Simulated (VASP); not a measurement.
# Ca2P (P6/mmm) in VASP: further runs, part 2 of 2

VASP 6.6.1. The steps go on from the part before.

## Step 3: Single point, PBE

This run uses another cell than the first one: it holds 12 atoms, not 6.

Contents of INCAR:

```
  PREC = Accurate
  ENCUT = 520
  EDIFF = 1E-7
  ISMEAR = 0
  SIGMA = 0.1
  LREAL = False
  LASPH = True
  NELM = 100
  ALGO = Normal
  ISIF = 2
  LWAVE = False
  LCHARG = False
  GGA = PE
  NBANDS = 62
```

Contents of KPOINTS:

```
regular mesh
0
Gamma
  3 3 2
```

Contents of POSCAR:

```
Ca2P
1.0
    7.1317825966      0.0000000000      0.0000000000
   -3.5658912983      6.1763049029      0.0000000000
    0.0000000000      0.0000000000      8.0757838000
Ca P
8 4
Direct
    0.5000000000      0.5000000000      0.0000000000
    0.5000000000      0.5000000000      0.5000000000
    0.0000000000      0.5000000000      0.0000000000
    0.0000000000      0.5000000000      0.5000000000
    0.5000000000      0.0000000000      0.0000000000
    0.5000000000      0.0000000000      0.5000000000
    0.0000000000      0.0000000000      0.2500000000
    0.0000000000      0.0000000000      0.7500000000
    0.3333333333      0.6666666667      0.2500000000
    0.3333333333      0.6666666667      0.7500000000
    0.6666666667      0.3333333333      0.2500000000
    0.6666666667      0.3333333333      0.7500000000
```

Potentials or basis: VASP PAW PBE potentials, release 64 (Ca_sv, P).

On the command line:

```console
cat potpaw_PBE.64/Ca_sv/POTCAR potpaw_PBE.64/P/POTCAR > POTCAR
mpirun -np 1 vasp_std > vasp.out
```

OUTCAR:

```text
PREC = Accurate
   ENCUT = 520
   EDIFF = 1E-7
   ISMEAR = 0
   LREAL = False
   LASPH = True
   NELM = 100
   ISIF = 2
   GGA = PE

 ion  position               nearest neighbor table
   1  0.500  0.500  0.000-   9 2.88  10 2.88  11 2.88  12 2.88
   2  0.500  0.500  0.500-   9 2.88  10 2.88  11 2.88  12 2.88
   3  0.000  0.500  0.000-   9 2.88  10 2.88  11 2.88  12 2.88
   4  0.000  0.500  0.500-   9 2.88  10 2.88  11 2.88  12 2.88
   5  0.500  0.000  0.000-   9 2.88  10 2.88  11 2.88  12 2.88
   6  0.500  0.000  0.500-   9 2.88  10 2.88  11 2.88  12 2.88
   7  0.000  0.000  0.250-
   8  0.000  0.000  0.750-
   9  0.333  0.667  0.250-   5 2.88   6 2.88   3 2.88   4 2.88   1 2.88   2 2.88
  10  0.333  0.667  0.750-   5 2.88   6 2.88   3 2.88   4 2.88   1 2.88   2 2.88
  11  0.667  0.333  0.250-   5 2.88   6 2.88   3 2.88   4 2.88   1 2.88   2 2.88
  12  0.667  0.333  0.750-   5 2.88   6 2.88   3 2.88   4 2.88   1 2.88   2 2.88

  LATTYP: Found a hexagonal cell.
 ALAT       =     7.1317825966
 C/A-ratio  =     1.1323653926

  Lattice vectors:

 A1 = (   7.1317825966,   0.0000000000,   0.0000000000)
 A2 = (  -3.5658912983,   6.1763049029,   0.0000000000)
 A3 = (   0.0000000000,   0.0000000000,   8.0757838000)

Analysis of symmetry for initial positions (statically):
=====================================================================
 Subroutine PRICEL returns following result:

  LATTYP: Found a hexagonal cell.
 ALAT       =     7.1317825966
 C/A-ratio  =     0.5661826963

  Lattice vectors:

 A1 = (   7.1317825966,   0.0000000000,   0.0000000000)
 A2 = (  -3.5658912983,   6.1763049029,   0.0000000000)
 A3 = (   0.0000000000,   0.0000000000,   4.0378919000)

   2 primitive cells build up your supercell.

 Routine SETGRP: Setting up the symmetry group for a
 hexagonal supercell.

 Subroutine GETGRP returns: Found 24 space group operations
 (whereof 24 operations were pure point group operations)
 out of a pool of 24 trial point group operations.

The static configuration has the point symmetry D_6h.

Analysis of symmetry for dynamics (positions and initial velocities):
=====================================================================
 Subroutine PRICEL returns following result:

  LATTYP: Found a hexagonal cell.
 ALAT       =     7.1317825966
 C/A-ratio  =     0.5661826963

  Lattice vectors:

 A1 = (   7.1317825966,   0.0000000000,   0.0000000000)
 A2 = (  -3.5658912983,   6.1763049029,   0.0000000000)
 A3 = (   0.0000000000,   0.0000000000,   4.0378919000)

   2 primitive cells build up your supercell.

 Routine SETGRP: Setting up the symmetry group for a
 hexagonal supercell.

 Subroutine GETGRP returns: Found 24 space group operations
 (whereof 24 operations were pure point group operations)
 out of a pool of 24 trial point group operations.

The dynamic configuration has the point symmetry D_6h.

 Subroutine INISYM returns: Found 24 space group operations
 (whereof 24 operations are pure point group operations),
 and found     2 'primitive' translations

[... 61 lines left out ...]
  0.333333  0.333333  0.000000      2.000000
  0.000000  0.000000  0.500000      1.000000
  0.333333  0.000000  0.500000      6.000000
  0.333333  0.333333  0.500000      2.000000
   k-points           NKPTS =      6   k-points in BZ     NKDIM =      6   number of bands    NBANDS=     62
   number of dos      NEDOS =    301   number of ions     NIONS =     12
   total plane-waves  NPLWV = 174960
   dimension x,y,z NGX =    54 NGY =   54 NGZ =   60
   dimension x,y,z NGXF=   108 NGYF=  108 NGZF=  120
   ions per type =               8   4
   NGX,Y,Z   is equivalent  to a cutoff of  12.59, 12.59, 12.35 a.u.
   NGXF,Y,Z  is equivalent  to a cutoff of  25.18, 25.18, 24.70 a.u.
 SYSTEM =  unknown system
   PREC   = accura    normal or accurate (medium, high low for compatibility)
   ISTART =      0    job   : 0-new  1-cont  2-samecut
   ICHARG =      2    charge: 1-file 2-atom 10-const
   ISPIN  =      1    spin polarized calculation?
   LNONCOLLINEAR =      F non collinear calculations
   LSORBIT =      F    spin-orbit coupling
   LASPH  =      T    aspherical Exc in radial PAW
   ENCUT  =  520.0 eV  38.22 Ry    6.18 a.u.  13.26 13.26 15.02*2*pi/ulx,y,z
   NELM   =    100;   NELMIN=  2; NELMDL= -5     # of ELM steps
   EDIFF  = 0.1E-06   stopping-criterion for ELM
   LREAL  =      F    real-space projection
   EDIFFG = 0.1E-05   stopping-criterion for IOM
   NSW    =      0    number of steps for IOM
   IBRION =     -1    ionic relax: 0-MD 1-quasi-New 2-CG
   NFREE  =      0    steps in history (QN), initial steepest desc. (CG)
   ISIF   =      2    stress and relaxation
   ISYM   =      2    0-nonsym 1-usesym 2-fastsym
   POTIM  = 0.5000    time-step for ionic-motion
   TEBEG  =    0.0;   TEEND  =   0.0 temperature during run
   PSTRESS=    0.0 pullay stress
   NELECT =     100.0000    total number of electrons
   NUPDOWN=      -1.0000    fix difference up-down
   EMIN   =  10.00;   EMAX   =-10.00  energy-range for DOS
   EFERMI =   0.00;   METHOD = LEGACY
   ISMEAR =     0;   SIGMA  =   0.10  broadening in eV -4-tet -1-fermi 0-gaus
   EFERMI_NEDOS =   21; number of points for ismear=-14 and -15
   IALGO  =     38    algorithm
   IMIX   =      4    mixing-type and parameters
     AMIX     =   0.40;   BMIX     =  1.00
     AMIX_MAG =   1.60;   BMIX_MAG =  1.00
  volume/ion in A,a.u.               =      29.64       200.04
  Fermi-wavevector in a.u.,A,eV,Ry     =   1.072435  2.026608 15.648291  1.150117
  Thomas-Fermi vector in A             =   2.208205
   LORBIT       =      0    0 simple, 1 ext, 2 COOP (PROOUT), +10 PAW based schemes
   GGA     = PE    functional components
   LHFCALC =     F    Hartree Fock is set to
   AEXX    =    0.0000 exact exchange contribution
   IVDW    =     0    specifies the selected vdW correction
   LEPSILON=     F    determine dielectric tensor
   LRPA    =     F    only Hartree local field effects (RPA)
 non-spin polarized calculation
 Gauss-broadening in eV      SIGMA  =   0.10
  energy-cutoff  :      520.00
  volume of cell :      355.72
 maximum number of plane-waves:      9609
 NGX is ok and might be reduce to    54

 number of electron     100.0000000 magnetization

 number of electron      99.9999998 magnetization

 Free energy of the ion-electron system (eV)
  ---------------------------------------------------
  ext. energy  EPLUGINS =         0.00000000
  ---------------------------------------------------
  free energy    TOTEN  =       -46.97445463 eV

  energy without entropy =      -46.97439294  energy(sigma->0) =      -46.97442378

 E-fermi :   3.1527     XC(G=0):  -8.5478

 val. band max:        2.8956675336   @ k =   0.3333   0.0000   0.0000
 cond. band min:       3.4018912460   @ k =   0.3333   0.3333   0.0000
 fundamental gap:      0.5062237125
 Fermi energy:         3.1527486747

 k-point     1 :       0.0000    0.0000    0.0000
  band No.  band energies     occupation
      1     -39.5700      2.00000
      2     -39.5673      2.00000
      3     -37.6684      2.00000
      4     -37.6646      2.00000
      5     -37.6436      2.00000
      6     -37.6436      2.00000
[... 379 lines left out ...]
     61       5.6384      0.00000
     62       5.6385      0.00000

------------------------ aborting loop because EDIFF is reached ----------------------------------------

  FORCE on cell =-STRESS in cart. coord.  units (eV):
  Direction    XX          YY          ZZ          XY          YZ          ZX
  --------------------------------------------------------------------------------------
  -------------------------------------------------------------------------------------
  Total       -0.0046493     -0.0046493      0.6821787      0.0000000     -0.0000000      0.0000000
  in kB       -0.0209407     -0.0209407      3.0725378      0.0000000     -0.0000000      0.0000000
  external PRESSURE =       1.0102188 kB  Pullay stress =       0.0000000 kB

 VOLUME and BASIS-vectors are now :
 -----------------------------------------------------------------------------
  energy-cutoff  :      520.00
  volume of cell :      355.72
      direct lattice vectors                 reciprocal lattice vectors
     7.131782597  0.000000000  0.000000000     0.140217398  0.080954553  0.000000000
    -3.565891298  6.176304903  0.000000000     0.000000000  0.161909105  0.000000000
     0.000000000  0.000000000  8.075783800     0.000000000  0.000000000  0.123826990

 POSITION                                       TOTAL-FORCE (eV/Angst)
 -----------------------------------------------------------------------------------
      1.78295      3.08815      0.00000        -0.000000     -0.000000     -0.000000
      1.78295      3.08815      4.03789        -0.000000     -0.000000     -0.000000
     -1.78295      3.08815      0.00000        -0.000000     -0.000000     -0.000000
     -1.78295      3.08815      4.03789        -0.000000     -0.000000     -0.000000
      3.56589      0.00000      0.00000        -0.000000     -0.000000     -0.000000
      3.56589      0.00000      4.03789        -0.000000     -0.000000     -0.000000
      0.00000      0.00000      2.01895        -0.000000     -0.000000     -0.000000
      0.00000      0.00000      6.05684        -0.000000     -0.000000     -0.000000
     -0.00000      4.11754      2.01895         0.000000      0.000000     -0.000000
     -0.00000      4.11754      6.05684        -0.000000      0.000000     -0.000000
      3.56589      2.05877      2.01895        -0.000000      0.000000     -0.000000
      3.56589      2.05877      6.05684         0.000000     -0.000000      0.000000
 -----------------------------------------------------------------------------------
    total drift:                                0.000000     -0.000000      0.000000

  FREE ENERGIE OF THE ION-ELECTRON SYSTEM (eV)
  ---------------------------------------------------
  free  energy   TOTEN  =       -46.9744546303 eV

  energy  without entropy=      -46.9743929352  energy(sigma->0) =      -46.97442378
```

Wall time 2.5 min (1 thread of Intel Xeon Platinum 8559C (Emerald Rapids), shared host); peak memory 0.47 GiB.

Results:

* Free energy: -46.9745 eV
* Pressure: 0.1 GPa
* Band gap on the k mesh: 0.51 eV

Caveat: an odd mesh through Γ misses points on the zone boundary, where band edges can lie.

## Step 4: Single point, PBE

Contents of INCAR:

```
SYSTEM = Ca2P
  ALGO = Normal
  EDIFF = 1E-6
  ENCUT = 520
  GGA = PE
  ISIF = 2
  ISMEAR = 0
  LASPH = .TRUE.
  LCHARG = .FALSE.
  LREAL = .FALSE.
  LWAVE = .FALSE.
  NBANDS = 34
  NELM = 100
  PREC = Accurate
  SIGMA = 0.02
```

Contents of KPOINTS:

```
k-points
0
G
  6 6 10
  0 0 0
```

Contents of POSCAR:

```
Ca2P
1.0
    7.1317825966      0.0000000000      0.0000000000
   -3.5658912983      6.1763049029      0.0000000000
    0.0000000000      0.0000000000      4.0378919000
Ca P
4 2
Direct
    0.5000000000      0.5000000000      0.0000000000
    0.0000000000      0.5000000000      0.0000000000
    0.5000000000      0.0000000000      0.0000000000
    0.0000000000      0.0000000000      0.5000000000
    0.3333333333      0.6666666667      0.5000000000
    0.6666666667      0.3333333333      0.5000000000
```

On the command line:

```console
cat potpaw_PBE.64/Ca_sv/POTCAR potpaw_PBE.64/P/POTCAR > POTCAR
mpirun -np 1 vasp_std > vasp.out
```

Wall time 3.4 min (1 thread of Intel Xeon Platinum 8559C (Emerald Rapids), shared host); peak memory 0.4 GiB.

The run converged. Its results:

```
Free energy            : -23.5257 eV
Pressure               : 0.1 GPa
Band gap on the k mesh : 0.42 eV
```

Levels at points of the mesh, in eV from the valence-band top:
```
           k point  band 21  band 22  band 23  band 24  band 25  band 26  band 27  band 28  band 29  band 30
(0.00, 0.00, 0.00)    -2.04    -1.41    -1.30    -1.30    -0.18     0.91     1.78     1.78     1.99     2.38
(0.50, 0.00, 0.00)    -1.59    -1.08    -0.95    -0.69    -0.62     0.72     1.25     1.45     1.60     2.09
(0.00, 0.00, 0.50)    -1.59    -1.59    -1.53    -1.53    -0.17     0.89     0.89     1.06     1.54     1.54
(0.50, 0.00, 0.50)    -2.17    -1.86    -1.14    -1.12     0.00     0.42     0.46     1.52     2.16     2.33
```

## Step 5: Overview

```csv
cell,k mesh,smearing,gap on the mesh (eV),pressure (GPa)
"a = 7.132, b = 7.132, c = 4.038 Å, angles 90.0, 90.0, 120.0°, 6 atoms, atomic positions A",3 × 3 × 4,gaussian 0.1 eV,0.51,0.1
"a = 7.132, b = 7.132, c = 8.076 Å, angles 90.0, 90.0, 120.0°, 12 atoms, atomic positions B",3 × 3 × 2,gaussian 0.1 eV,0.51,0.1
"a = 7.132, b = 7.132, c = 4.038 Å, angles 90.0, 90.0, 120.0°, 6 atoms, atomic positions A",6 × 6 × 10,gaussian 0.02 eV,0.42,0.1
```

Alike in all rows: task single point; level PBE; potentials or basis VASP PAW PBE potentials, release 64 (Ca_sv, P); no spin polarisation; cutoff (eV) 520.

Caveats: an odd mesh through Γ misses points on the zone boundary, where band edges can lie (at least some runs).

Total energies depend on the potentials used, so only differences within one code and one set of settings carry meaning.
